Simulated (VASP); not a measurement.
Input of a VASP 6.6.1 run:

The input INCAR:

```
SYSTEM = Ge4F
PREC = Accurate
ENCUT = 520
EDIFF = 1E-6
ISMEAR = 0
SIGMA = 0.1
LREAL = .False.
LASPH = .True.
NELM = 80
ALGO = Normal
ISIF = 2
LWAVE = .False.
LCHARG = .False.
LDIPOL = .True.
IDIPOL = 3
DIPOL = 0.5 0.5 0.336
GGA = PE
IVDW = 12
NBANDS = 40
```

The input KPOINTS:

```
regular mesh
0
Gamma
  7 7 1
  0 0 0
```

Contents of POSCAR:

```
Ge4F
1.0
    4.0303587907      0.0000000000      0.0000000000
    0.0000000000      4.0303587907      0.0000000000
    0.0000000000      0.0000000000     21.6416627718
Ge F
4 1
Direct
    0.0000000000      0.5000000000      0.1848286817
    0.0000000000      0.0000000000      0.2506714513
    0.5000000000      0.0000000000      0.3196569899
    0.5000000000      0.5000000000      0.3854446333
    0.6250000000      1.0000000000      0.5379282957
```

Potentials or basis: VASP PAW PBE potentials, release 64 (Ge_d, F).

Run with:

```sh
$ cat potpaw_PBE.64/Ge_d/POTCAR potpaw_PBE.64/F/POTCAR > POTCAR
$ mpirun -np 1 vasp_std > vasp.out
```

(1) Predict the dispersion energy per atom.

(2) Predict the largest force.

(3) Estimate the band gap on the k mesh.

## Answers

(1) -0.176 eV.

(2) 0.568 eV/Å.

(3) zero (an odd number of electrons rules out a gap without spin polarisation).

Caveat: an odd number of electrons without spin polarisation forces a metal; a magnetic or distorted state may lie lower.
